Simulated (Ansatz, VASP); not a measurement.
**One calculation of SnSe2, two programs**

The input INCAR:

```
ALGO     = Normal         # electronic algorithm
EDIFF    = 1E-7           # SCF threshold, eV
ENCUT    = 520            # plane-wave cutoff, eV
GGA      = PE             # functional
ISIF     = 2              # what is computed and relaxed
ISMEAR   = 0              # smearing method
LASPH    = True           # aspherical terms in the spheres
LCHARG   = False          # write CHGCAR
LREAL    = False          # projectors in reciprocal space
LWAVE    = False          # write WAVECAR
NBANDS   = 20             # bands
NELM     = 60             # most SCF steps
PREC     = Accurate       # precision mode
SIGMA    = 0.05           # smearing width, eV
```

KPOINTS

```
k-points
0
Gamma
  12 12 4
```

POSCAR

```
SnSe2
1.0
    3.7555944126      0.0000000000      0.0000000000
   -1.8777972063      3.2524401676      0.0000000000
    0.0000000000      0.0000000000      6.9880221146
Sn Se
1 2
Direct
    0.0000000000      0.0000000000      0.0000000000
    0.3333333333      0.6666666667      0.2281493097
    0.6666666667      0.3333333333      0.7718506903
```

Input for Ansatz:

```yaml
crystal:
  lattice:
    - [3.7555944126, 0.0, 0.0]
    - [-1.8777972063, 3.2524401676, 0.0]
    - [0.0, 0.0, 6.9880221146]
  atoms:
    - { symbol: Sn, position: [0.0, 0.0, 0.0] }
    - { symbol: Se, position: [0.3333333333, 0.6666666667, 0.2281493097] }
    - { symbol: Se, position: [0.6666666667, 0.3333333333, 0.7718506903] }
basis:
  ecutwfc: 420
kpoints:
  mp_grid: { grid: [12, 12, 4] }
hamiltonian:
  xc: pbe
scf:
  occupations: { method: gaussian, width: 0.05 }
output:
  forces: true
  stress: true
  eigenvalues: true
```

Change from the starting cell: strain -0.0300 x Voigt [1, 1, 0, 0, 0, 0], atoms carried along.

Alike in both runs: task single point; functional PBE; k mesh 12 × 12 × 4; occupations gaussian, width 0.05 eV; no spin polarisation.

|  | VASP | Ansatz |
| --- | --- | --- |
| version | VASP 6.6.1 | Ansatz 0.2.0 |
| potentials or method | VASP PAW PBE potentials, release 64 (Sn_d, Se), cutoff 520 eV | scalar-relativistic, plane waves, PAW |
| valence electrons in the cell | 26 | 46 |

```tsv
	VASP	Ansatz	Ansatz less VASP
gap on the k mesh at the Fermi level (eV)	0.65	0.65	+0.003
least direct gap on the mesh (eV)	1.12	1.12	+0.003
pressure (GPa)	3.9	3.8	-0.07
traceless stress, the component that is largest in VASP (GPa)	-1.43	-1.44	-0.013
rms of the force components (eV/Å)	0.186	0.178	-0.0079
```

Atom by atom the forces differ by 0.008 eV/Å (rms over components). With one functional, cell and mesh, what is left measures potentials, basis and numerics. VASP's potentials hold 26 valence electrons a cell and Ansatz's 46, so a difference there can come from the potentials and not from the codes.
